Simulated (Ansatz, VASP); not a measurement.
One calculation of AlN, two programs

```xyz
2
Lattice="0.0000 2.1849 2.1193 2.1849 0.0000 2.1193 2.1849 2.1849 0.0000" Properties=species:S:1:pos:R:3 pbc="T T T"
Al    0.0000    0.0000    0.0000
N     1.0924    1.0924    1.0597
```

Change from the starting cell: uniaxial_z strain -3.0%.

Alike in both runs: task single point; functional r2SCAN; k mesh 10 × 10 × 10; no spin polarisation.

```csv
,VASP,Ansatz
version,VASP 6.6.1,Ansatz 0.2.0
potentials or method,"VASP PAW PBE potentials, release 64 (Al, N)","plane waves, PAW"
plane-wave cutoff (eV),520,500
occupations,"gaussian, width 0.01 eV",fixed
valence electrons in the cell,8,8
```

Ansatz gave:

```
gap on the k mesh at the Fermi level (eV)                     : 3.79
pressure (GPa)                                                : 6.7
traceless stress, the component that is largest in VASP (GPa) : 2.62
```

**Question.** Estimate VASP's values.

**Answer.** gap on the k mesh at the Fermi level (eV): 3.78; pressure (GPa): 6.3; traceless stress, the component that is largest in VASP (GPa): 2.62.

VASP's potentials were made for PBE, not for r2SCAN.
